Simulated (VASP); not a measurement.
# SrO in VASP: further runs

Aim: see how the results for SrO move with the level of theory and the settings. Levels: HSE06, PBE. Tasks: single point.

Everything below comes from runs of VASP 6.6.1. Logs are shortened: lines on timing, memory, paths and dates and some standing lists are left out, and cuts for length are marked.

## 1. The cell of the first run

It takes space group Fm-3m (No. 225, cubic). The conventional cell has a = 5.195 Å, b = 5.195 Å, c = 5.195 Å, α = 90.00°, β = 90.00°, γ = 90.00°. Within 3.4 Å of Sr (site symmetry m-3m) lie 6 O at 2.60 Å. Within 3.4 Å of O (site symmetry m-3m) lie 6 Sr at 2.60 Å.

## 2. Single point, HSE06

POSCAR reads:

```
SrO
1.0
    0.0000000000      2.5975128988      2.5975128988
    2.5975128988      0.0000000000      2.5975128988
    2.5975128988      2.5975128988      0.0000000000
Sr O
1 1
Direct
    0.5000000000      0.5000000000      0.5000000000
    0.0000000000      0.0000000000      0.0000000000
```

INCAR.step1 reads:

```
PREC     = Accurate       # precision mode
ENCUT    = 520            # plane-wave cutoff, eV
EDIFF    = 1E-5           # SCF threshold, eV
ISMEAR   = 0              # smearing method
SIGMA    = 0.05           # smearing width, eV
LREAL    = False          # projectors in reciprocal space
LASPH    = True           # aspherical terms in the spheres
NELM     = 60             # most SCF steps
ALGO     = Normal         # electronic algorithm
ISIF     = 2              # what is computed and relaxed
LWAVE    = True           # write WAVECAR
LCHARG   = False          # write CHGCAR
GGA      = PE             # functional
NBANDS   = 15             # bands
```

INCAR.step2 reads:

```
PREC     = Accurate       # precision mode
ENCUT    = 520            # plane-wave cutoff, eV
EDIFF    = 1E-6           # SCF threshold, eV
ISMEAR   = 0              # smearing method
SIGMA    = 0.05           # smearing width, eV
LREAL    = False          # projectors in reciprocal space
LASPH    = True           # aspherical terms in the spheres
NELM     = 60             # most SCF steps
ALGO     = Normal         # electronic algorithm
ISIF     = 2              # what is computed and relaxed
LWAVE    = False          # write WAVECAR
LCHARG   = False          # write CHGCAR
GGA      = PE             # functional
LHFCALC  = True           # exact exchange
HFSCREEN = 0.2079         # screening, 1/A
PRECFOCK = Normal       
ISTART   = 1            
NBANDS   = 15             # bands
```

KPOINTS reads:

```
regular mesh
0
Gamma
  6 6 6
```

Potentials or basis: VASP PAW PBE potentials, release 64 (Sr_sv, O).

Run with:

```
> cat potpaw_PBE.64/Sr_sv/POTCAR potpaw_PBE.64/O/POTCAR > POTCAR
> cp INCAR.step1 INCAR
> mpirun -np 1 vasp_std > vasp.out
> cp INCAR.step2 INCAR
> mpirun -np 1 vasp_std > vasp.out
```

OUTCAR:

```text
PREC = Accurate
   ENCUT = 520
   EDIFF = 1E-6
   ISMEAR = 0
   LREAL = False
   LASPH = True
   NELM = 60
   ISIF = 2
   GGA = PE
   LHFCALC = True
   HFSCREEN = 0.2079
   PRECFOCK = Normal
   ISTART = 1

 ion  position               nearest neighbor table
   1  0.500  0.500  0.500-   2 2.60   2 2.60   2 2.60   2 2.60   2 2.60   2 2.60
   2  0.000  0.000  0.000-   1 2.60   1 2.60   1 2.60   1 2.60   1 2.60   1 2.60

  LATTYP: Found a face centered cubic cell.
 ALAT       =     5.1950257976

  Lattice vectors:

 A1 = (   0.0000000000,   2.5975128988,   2.5975128988)
 A2 = (   2.5975128988,   0.0000000000,   2.5975128988)
 A3 = (   2.5975128988,   2.5975128988,   0.0000000000)

Analysis of symmetry for initial positions (statically):
=====================================================================
 Subroutine PRICEL returns:
 Original cell was already a primitive cell.

 Routine SETGRP: Setting up the symmetry group for a
 face centered cubic supercell.

 Subroutine GETGRP returns: Found 48 space group operations
 (whereof 48 operations were pure point group operations)
 out of a pool of 48 trial point group operations.

The static configuration has the point symmetry O_h .

Analysis of symmetry for dynamics (positions and initial velocities):
=====================================================================
 Subroutine PRICEL returns:
 Original cell was already a primitive cell.

 Routine SETGRP: Setting up the symmetry group for a
 face centered cubic supercell.

 Subroutine GETGRP returns: Found 48 space group operations
 (whereof 48 operations were pure point group operations)
 out of a pool of 48 trial point group operations.

The dynamic configuration has the point symmetry O_h .

 Subroutine INISYM returns: Found 48 space group operations
 (whereof 48 operations are pure point group operations),
 and found     1 'primitive' translations

----------------------------------------------------------------------------------------

                                     Primitive cell

  volume of cell :      35.0512

  direct lattice vectors                    reciprocal lattice vectors
     0.000000000  2.597512899  2.597512899    -0.192491826  0.192491826  0.192491826
     2.597512899  0.000000000  2.597512899     0.192491826 -0.192491826  0.192491826
     2.597512899  2.597512899  0.000000000     0.192491826  0.192491826 -0.192491826

  length of vectors
     3.673437970  3.673437970  3.673437970     0.333405622  0.333405622  0.333405622

  position of ions in fractional coordinates (direct lattice)
     0.500000000  0.500000000  0.500000000
     0.000000000  0.000000000  0.000000000

  ion indices of the primitive-cell ions
   primitive index   ion index
                 1           1
                 2           2

----------------------------------------------------------------------------------------

 KPOINTS: regular mesh

Automatic generation of k-mesh.
 Grid dimensions read from file:
 generate k-points for:    6    6    6

 Generating k-lattice:

  Cartesian coordinates                     Fractional coordinates (reciprocal lattice)
    -0.032081971  0.032081971  0.032081971     0.166666667  0.000000000  0.000000000
     0.032081971 -0.032081971  0.032081971     0.000000000  0.166666667  0.000000000
     0.032081971  0.032081971 -0.032081971     0.000000000  0.000000000  0.166666667

  Length of vectors
     0.055567604  0.055567604  0.055567604

  Shift w.r.t. Gamma in fractional coordinates (k-lattice)
     0.000000000  0.000000000  0.000000000

 Subroutine IBZKPT returns following result:
 ===========================================

 Found     16 irreducible k-points:

 Following reciprocal coordinates:
            Coordinates               Weight
  0.000000  0.000000  0.000000      1.000000
  0.166667  0.000000  0.000000      8.000000
  0.333333  0.000000  0.000000      8.000000
  0.500000  0.000000  0.000000      4.000000
  0.166667  0.166667  0.000000      6.000000
  0.333333  0.166667  0.000000     24.000000
[... 8 lines left out ...]
 -0.333333  0.333333  0.166667     24.000000
 -0.333333  0.500000  0.166667     12.000000
   k-points           NKPTS =     16   k-points in BZ     NKDIM =    216   number of bands    NBANDS=     15
   number of dos      NEDOS =    301   number of ions     NIONS =      2
   total plane-waves  NPLWV =  21952
   dimension x,y,z NGX =    28 NGY =   28 NGZ =   28
   dimension x,y,z NGXF=    56 NGYF=   56 NGZF=   56
   ions per type =               1   1
   NGX,Y,Z   is equivalent  to a cutoff of  12.67, 12.67, 12.67 a.u.
   NGXF,Y,Z  is equivalent  to a cutoff of  25.34, 25.34, 25.34 a.u.
 SYSTEM =  unknown system
   PREC   = accura    normal or accurate (medium, high low for compatibility)
   ISTART =      1    job   : 0-new  1-cont  2-samecut
   ICHARG =      0    charge: 1-file 2-atom 10-const
   ISPIN  =      1    spin polarized calculation?
   LNONCOLLINEAR =      F non collinear calculations
   LSORBIT =      F    spin-orbit coupling
   LASPH  =      T    aspherical Exc in radial PAW
   ENCUT  =  520.0 eV  38.22 Ry    6.18 a.u.   6.83  6.83  6.83*2*pi/ulx,y,z
   NELM   =     60;   NELMIN=  2; NELMDL=  0     # of ELM steps
   EDIFF  = 0.1E-05   stopping-criterion for ELM
   LREAL  =      F    real-space projection
   EDIFFG = 0.1E-04   stopping-criterion for IOM
   NSW    =      0    number of steps for IOM
   IBRION =     -1    ionic relax: 0-MD 1-quasi-New 2-CG
   NFREE  =      0    steps in history (QN), initial steepest desc. (CG)
   ISIF   =      2    stress and relaxation
   ISYM   =      3    0-nonsym 1-usesym 2-fastsym
   POTIM  = 0.5000    time-step for ionic-motion
   TEBEG  =    0.0;   TEEND  =   0.0 temperature during run
   PSTRESS=    0.0 pullay stress
   NELECT =      16.0000    total number of electrons
   NUPDOWN=      -1.0000    fix difference up-down
   EMIN   =  10.00;   EMAX   =-10.00  energy-range for DOS
   EFERMI =   0.00;   METHOD = LEGACY
   ISMEAR =     0;   SIGMA  =   0.05  broadening in eV -4-tet -1-fermi 0-gaus
   EFERMI_NEDOS =   21; number of points for ismear=-14 and -15
   IALGO  =     38    algorithm
   IMIX   =      1    mixing-type and parameters
     AMIX     =   0.40;   BMIX     =  1.00
     AMIX_MAG =   1.60;   BMIX_MAG =  1.00
  volume/ion in A,a.u.               =      17.53       118.27
  Fermi-wavevector in a.u.,A,eV,Ry     =   1.260512  2.382023 21.618181  1.588891
  Thomas-Fermi vector in A             =   2.394018
   LORBIT       =      0    0 simple, 1 ext, 2 COOP (PROOUT), +10 PAW based schemes
   GGA     = PE    functional components
   LHFCALC =     T    Hartree Fock is set to
   PRECFOCK=normal    Normal, Fast or Accurate (Low or Medium for compatibility)
   ENCUT4O =  -1.0   cutoff for four orbital integrals eV
   NKREDX  =     1    reduce k-point grid by
   NKREDY  =     1    reduce k-point grid by
   NKREDZ  =     1    reduce k-point grid by
   AEXX    =    0.2500 exact exchange contribution
   HFSCREEN=    0.2079 screening length (either q_TF or 0.3 A-1)
   HFSCREENC=   0.2079 screening length for correlation (either q_TF or 0.3 A-1)
   ENCUTFOCK=  -1.0 apply spherical cutoff to Coloumb kernel
   IVDW    =     0    specifies the selected vdW correction
   LEPSILON=     F    determine dielectric tensor
   LRPA    =     F    only Hartree local field effects (RPA)
 non-spin polarized calculation
 Gauss-broadening in eV      SIGMA  =   0.05
  energy-cutoff  :      520.00
  volume of cell :       35.05
 maximum number of plane-waves:       960
  NGX = 24; NGY = 24; NGZ = 24

 number of electron      16.0000000 magnetization

 Free energy of the ion-electron system (eV)
  ---------------------------------------------------
  ext. energy  EPLUGINS =         0.00000000
  ---------------------------------------------------
  free energy    TOTEN  =       -14.18078580 eV

  energy without entropy =      -14.18078580  energy(sigma->0) =      -14.18078580

 E-fermi :   0.7487     XC(G=0):  -8.1508

 val. band max:        0.4643414066   @ k =   0.0000   0.0000   0.0000
 cond. band min:       5.2111527464   @ k =   0.5000   0.5000   0.0000
 fundamental gap:      4.7468113398
 Fermi energy:         0.7486538044

 k-point     1 :       0.0000    0.0000    0.0000
  band No.  band energies     occupation
      1     -33.9825      2.00000
      2     -16.0597      2.00000
      3     -14.3632      2.00000
      4     -14.3632      2.00000
      5     -14.3632      2.00000
      6       0.4643      2.00000
      7       0.4643      2.00000
      8       0.4643      2.00000
      9       5.6960      0.00000
     10       8.2552      0.00000
     11       8.2552      0.00000
     12       8.2552      0.00000
     13      10.4380      0.00000
     14      10.4380      0.00000
     15      14.5785      0.00000

 k-point     2 :       0.1667    0.0000    0.0000
  band No.  band energies     occupation
      1     -33.9505      2.00000
      2     -16.4774      2.00000
      3     -14.3813      2.00000
      4     -14.3813      2.00000
      5     -14.0171      2.00000
      6      -0.2431      2.00000
      7       0.1428      2.00000
      8       0.1428      2.00000
      9       6.8503      0.00000
     10       8.0218      0.00000
     11       8.8007      0.00000
     12       8.8007      0.00000
     13      11.1486      0.00000
     14      11.1486      0.00000
     15      16.2679      0.00000
[... 221 lines left out ...]
      3     -14.8717      2.00000
      4     -14.7471      2.00000
      5     -13.8464      2.00000
      6      -0.8973      2.00000
      7      -0.2468      2.00000
      8      -0.1884      2.00000
      9       8.1950      0.00000
     10       8.3050      0.00000
     11      11.0070      0.00000
     12      12.2458      0.00000
     13      13.6419      0.00000
     14      14.9596      0.00000
     15      15.7371      0.00000

 k-point    16 :      -0.3333    0.5000    0.1667
  band No.  band energies     occupation
      1     -33.8145      2.00000
      2     -16.4554      2.00000
      3     -15.1488      2.00000
      4     -14.8636      2.00000
      5     -14.0968      2.00000
      6      -0.4469      2.00000
      7      -0.0770      2.00000
      8       0.0933      2.00000
      9       6.5969      0.00000
     10       9.5954      0.00000
     11      10.4725      0.00000
     12      13.1632      0.00000
     13      13.2815      0.00000
     14      14.9109      0.00000
     15      15.5358      0.00000

------------------------ aborting loop because EDIFF is reached ----------------------------------------

  FORCE on cell =-STRESS in cart. coord.  units (eV):
  Direction    XX          YY          ZZ          XY          YZ          ZX
  --------------------------------------------------------------------------------------
  -------------------------------------------------------------------------------------
  Total       -0.3564458     -0.3564458     -0.3564458      0.0000000     -0.0000000     -0.0000000
  in kB      -16.2929945    -16.2929945    -16.2929945      0.0000000     -0.0000000     -0.0000000
  external PRESSURE =     -16.2929945 kB  Pullay stress =       0.0000000 kB

 VOLUME and BASIS-vectors are now :
 -----------------------------------------------------------------------------
  energy-cutoff  :      520.00
  volume of cell :       35.05
      direct lattice vectors                 reciprocal lattice vectors
     0.000000000  2.597512899  2.597512899    -0.192491826  0.192491826  0.192491826
     2.597512899  0.000000000  2.597512899     0.192491826 -0.192491826  0.192491826
     2.597512899  2.597512899  0.000000000     0.192491826  0.192491826 -0.192491826

 POSITION                                       TOTAL-FORCE (eV/Angst)
 -----------------------------------------------------------------------------------
      2.59751      2.59751      2.59751         0.000000      0.000000      0.000000
      0.00000      0.00000      0.00000        -0.000000     -0.000000     -0.000000
 -----------------------------------------------------------------------------------
    total drift:                                0.000000      0.000000      0.000000

  FREE ENERGIE OF THE ION-ELECTRON SYSTEM (eV)
  ---------------------------------------------------
  free  energy   TOTEN  =       -14.1807857951 eV

  energy  without entropy=      -14.1807857951  energy(sigma->0) =      -14.18078580
```

It took 18 min on 1 thread of Intel Xeon 6975P-C (Granite Rapids), shared host; peak memory 0.27 GiB.

Results:

```yaml
Free_energy: -14.1808 eV
Pressure: -1.6 GPa
Band_gap_on_the_k_mesh: 4.75 eV (least direct gap 4.87 eV)
```

Levels at points of the mesh, in eV from the valence-band top:
```csv
k point,band 4,band 5,band 6,band 7,band 8,band 9,band 10,band 11,band 12,band 13
"(0.00, 0.00, 0.00)",-14.83,-14.83,0.00,0.00,0.00,5.23,7.79,7.79,7.79,9.97
"(0.50, 0.00, 0.00)",-14.90,-13.85,-2.20,-1.14,-1.14,8.10,9.72,10.52,10.52,13.66
"(0.50, 0.50, 0.00)",-15.18,-15.18,-0.54,-0.12,-0.12,4.75,9.31,11.83,11.86,12.80
```

Caveat: the PAW data sets were made with another functional, which shifts forces and pressure a little.

## 3. Single point, PBE (atoms moved at random and the cell strained at random)

INCAR reads:

```
PREC = Accurate
ENCUT = 520
EDIFF = 1E-6
ISMEAR = 0
SIGMA = 0.05
LREAL = False
LASPH = True
NELM = 60
ALGO = Normal
ISIF = 2
LWAVE = False
LCHARG = False
GGA = PE
NBANDS = 15
```

KPOINTS reads:

```
Automatic mesh
0
Gamma
  12 12 12
```

POSCAR reads:

```
SrO
1.0
    0.0162126477      2.6343346622      2.5933594416
    2.6153288152      0.0343144764      2.5752576128
    2.6355791253      2.6364831434      0.0140641664
Sr O
1 1
Direct
    0.5008561757      0.4959255277      0.5086743486
   -0.0008561757      0.0040744723     -0.0086743486
```

Potentials or basis: VASP PAW PBE potentials, release 64 (Sr_sv, O).

Run with:

```
> cat potpaw_PBE.64/Sr_sv/POTCAR potpaw_PBE.64/O/POTCAR > POTCAR
> mpirun -np 1 vasp_std > vasp.out
```

It took 5 min on 1 thread of AMD EPYC 7R43 (Zen 3), shared host; peak memory 0.5 GiB.

The run converged. Its results:

- Free energy: -12.0482 eV
- Pressure: 0.0 GPa
- Largest force: 0.097 eV/Å
- Band gap on the k mesh: 3.24 eV (least direct gap 3.39 eV)

Forces on the atoms (eV/Å):
```
Sr  -0.039 -0.080  0.037
O    0.039  0.080 -0.037
```

Stress tensor (GPa, compression positive):
```
-0.68 -0.74  0.07
-0.74 -0.53 -0.66
 0.07 -0.66  1.10
```

Levels at points of the mesh, in eV from the valence-band top:
```tsv
k point	band 5	band 6	band 7	band 8	band 9	band 10	band 11	band 12
(0.00, 0.00, 0.00)	-14.22	-0.07	-0.04	0.00	3.68	5.98	6.11	6.23
(0.50, 0.00, 0.00)	-13.04	-2.13	-1.12	-1.06	6.35	8.06	8.51	8.72
(0.00, 0.50, 0.00)	-13.07	-2.12	-1.15	-1.11	6.38	8.10	8.62	8.73
(0.50, 0.50, 0.00)	-14.54	-0.46	-0.19	-0.15	3.24	7.48	9.89	10.06
(0.00, 0.00, 0.50)	-13.05	-2.13	-1.13	-1.06	6.34	8.11	8.52	8.70
(0.50, 0.00, 0.50)	-14.53	-0.55	-0.16	-0.10	3.28	7.47	9.89	9.97
(0.00, 0.50, 0.50)	-14.51	-0.55	-0.17	-0.11	3.29	7.47	9.90	9.98
(0.50, 0.50, 0.50)	-13.02	-2.13	-1.08	-1.03	6.32	8.07	8.49	8.63
```

Caveat: the cell differs from its parent crystal (atoms moved at random and the cell strained at random). A k mesh can miss the band edges.
